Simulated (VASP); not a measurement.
Write the native input for VASP 6.6.1 that does the following.

* Task: single point
* Functional: PBE
* Potentials or basis: VASP PAW PBE potentials, release 64 (Cs_sv, Sn_d, I)
* Cutoff: 520 eV
* k mesh: 6 × 6 × 6
* Occupations: gaussian, width 0.03 eV
* Spin: no spin polarisation
* Dipole correction: no
* Further INCAR settings: ALGO = Normal; EDIFF = 1e-07; NBANDS = 30

The structure of CsSnI3 lies in POSCAR:

```
CsSnI3
1.0
    6.0195290000      0.0000000000      0.0000000000
    0.0000000000      6.0195290000      0.0000000000
    0.0000000000      0.0000000000      6.1126145000
Cs Sn I
1 1 3
Direct
    0.0000000000      0.0000000000      0.0000000000
    0.5000000000      0.5000000000      0.5000000000
    0.0000000000      0.5000000000      0.5000000000
    0.5000000000      0.0000000000      0.5000000000
    0.5000000000      0.5000000000      0.0000000000
```

This cell differs from its parent crystal: strain -0.030 along x and y, -0.015 along z.

One way to write it, as run:

INCAR

```
SYSTEM = CsSnI3
PREC = Accurate
ENCUT = 520
EDIFF = 1E-7
ISMEAR = 0
SIGMA = 0.03
LREAL = .FALSE.
LASPH = .TRUE.
NELM = 100
ALGO = Normal
ISIF = 2
LWAVE = .FALSE.
LCHARG = .TRUE.
GGA = PE
LELF = .TRUE.
LVHAR = .TRUE.
NBANDS = 30
```

KPOINTS

```
regular mesh
0
G
  6 6 6
  0 0 0
```

Potentials or basis: VASP PAW PBE potentials, release 64 (Cs_sv, Sn_d, I).

The run is started by

```bash
$ cat potpaw_PBE.64/Cs_sv/POTCAR potpaw_PBE.64/Sn_d/POTCAR potpaw_PBE.64/I/POTCAR > POTCAR
$ mpirun -np 1 vasp_std > vasp.out
```

Results of the run:

* Pressure: 2.3 GPa
* Band gap on the k mesh: 0.12 eV, direct

Caveat: the cell differs from its parent crystal (strain -0.030 along x and y, -0.015 along z); spin-orbit coupling is left out, which moves the levels of the heavy elements.

Run time: 7.4 min on 1 thread of AMD EPYC 9755 128-Core Processor, on a shared host, peak memory 0.45 GiB.
